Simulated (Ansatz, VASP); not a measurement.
**BN in VASP and in Ansatz**

```
CELL_PARAMETERS angstrom
2.48835 0.00000 0.00000
-1.24418 2.15498 0.00000
0.00000 0.00000 6.25690
ATOMIC_POSITIONS crystal
B 0.33333 0.66667 0.25000
B 0.66667 0.33333 0.75000
N 0.33333 0.66667 0.75000
N 0.66667 0.33333 0.25000
```

Change from the starting cell: normal strain along x +0.0000, normal strain along z -0.0367.

Alike in both runs: functional LDA; k mesh 12 × 12 × 4; occupations gaussian, width 0.05 eV; no spin polarisation.

Ansatz relaxed the structure, and its values are those at the end. VASP's run is a single point on that final structure, the one shown.

|  | VASP | Ansatz |
| --- | --- | --- |
| version | VASP 6.6.1 | Ansatz 0.2.0 |
| potentials or method | VASP PAW LDA potentials, release 64 (B, N), cutoff 520 eV | scalar-relativistic, plane waves, PAW |
| valence electrons in the cell | 16 | 16 |

|  | VASP | Ansatz | Ansatz less VASP |
| --- | --- | --- | --- |
| gap on the k mesh at the Fermi level (eV) | 3.97 | 3.98 | +0.012 |
| least direct gap on the mesh (eV) | 4.34 | 4.35 | +0.012 |
| pressure (GPa) | 1.2 | 0.5 | -0.64 |

Ansatz warns that its potentials were made for another functional, while VASP's fit it. LDA's correlation is that of Perdew and Zunger in VASP and of Perdew and Wang (1992) in Ansatz. Ansatz's warnings: stress scf threshold loose.
